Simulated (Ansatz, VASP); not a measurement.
## Co: VASP beside Ansatz

```xyz
6
Lattice="2.4930 0.0000 0.0000 -1.2465 2.1590 0.0000 0.0000 0.0000 26.0923" Properties=species:S:1:pos:R:3 pbc="T T T"
Co    1.8698    0.3598    8.0411
Co   -0.6233    1.7992    9.9986
Co    1.8698    0.3598   12.0488
Co   -0.6233    1.7992   14.0435
Co    1.8698    0.3598   16.0937
Co   -0.6233    1.7992   18.0512
```

Alike in both runs: functional PBE; k mesh 15 × 15 × 1; occupations fermi-dirac, width 0.1 eV; collinear spin.

Ansatz relaxed the structure, and its values are those at the end. VASP's run is a single point on that final structure, the one shown.

|  | VASP | Ansatz |
| --- | --- | --- |
| version | VASP 6.6.1 | Ansatz 0.2.0 |
| potentials or method | VASP PAW PBE potentials, release 64 (Co), cutoff 520 eV | all-electron LAPW, scalar-relativistic |

|  | VASP | Ansatz | Ansatz less VASP |
| --- | --- | --- | --- |
| rms of the force components (eV/Å) | 0.011 | 0.002 | -0.0087 |
| net moment per atom (μB) | 1.65 | 1.66 | +0.008 |
| size of the moment on the site where the two differ most (μB) | 1.66 | 1.72 | +0.058 |

Site moments also hang on the region over which each program counts them. Ansatz ran all-electron here, and VASP with PAW potentials.
